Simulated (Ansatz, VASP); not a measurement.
# One calculation of V, two programs

File INCAR:

```
  PREC = Accurate
  ENCUT = 520
  EDIFF = 1E-8
  ISMEAR = -1
  SIGMA = 0.05
  LREAL = False
  LASPH = True
  NELM = 150
  ALGO = Normal
  ISIF = 2
  LWAVE = False
  LCHARG = False
  ISPIN = 2
  MAGMOM = 1.5
  LORBIT = 11
  LMAXMIX = 4
  LEFG = True
  NBANDS = 16
```

File KPOINTS:

```
Automatic mesh
0
Gamma
  16 16 16
```

POSCAR

```
V
1.0
    0.0000000000      1.8950000000      1.8950000000
    1.8950000000      0.0000000000      1.8950000000
    1.8950000000      1.8950000000      0.0000000000
V
1
Direct
    0.0000000000      0.0000000000      0.0000000000
```

Input for Ansatz:

```yaml
crystal:
  lattice:
    - [0.0, 1.895, 1.895]
    - [1.895, 0.0, 1.895]
    - [1.895, 1.895, 0.0]
  atoms:
    - { symbol: V, position: [0.0, 0.0, 0.0], spin: 1.5 }
magnetization:
  spin_polarized: true
kpoints:
  mp_grid: { grid: [16, 16, 16] }
  band_path:
    path:
      - [0.0, 0.0, 0.0]
      - [0.5, 0.0, 0.5]
      - [0.625, 0.25, 0.625]
      - [0.375, 0.375, 0.75]
      - [0.0, 0.0, 0.0]
      - [0.5, 0.5, 0.5]
      - [0.5, 0.25, 0.75]
      - [0.5, 0.0, 0.5]
    npoints: 5
scf:
  occupations: { method: fermi_dirac, width: 0.05 }
hamiltonian:
  xc: lda
  pseudopotentials: { kind: paw }
output:
  forces: true
  stress: true
  eigenvalues: true
  efg: { contact_densities: true }
```

Alike in both runs: task electric field gradients; functional LDA; k mesh 16 × 16 × 16; occupations fermi-dirac, width 0.05 eV; collinear spin.

```csv
,VASP,Ansatz
version,VASP 6.6.1,Ansatz 0.2.0
potentials or method,"VASP PAW LDA potentials, release 64 (V_sv)","PAW with Ansatz's default frozen-core files, scalar-relativistic"
plane-wave cutoff (eV),520,420
valence electrons in the cell,13,13
```

VASP gave:

| Item | Value |
| --- | --- |
| pressure (GPa) | -8.6 |
| net moment per atom (μB) | 0.00 |

Q: Which values does Ansatz return?

A: Pressure (GPa): -8.9; net moment per atom (μB): 0.00.

LDA's correlation is that of Perdew and Zunger in VASP and of Perdew and Wang (1992) in Ansatz. Ansatz's warnings: seeded moment not kept.
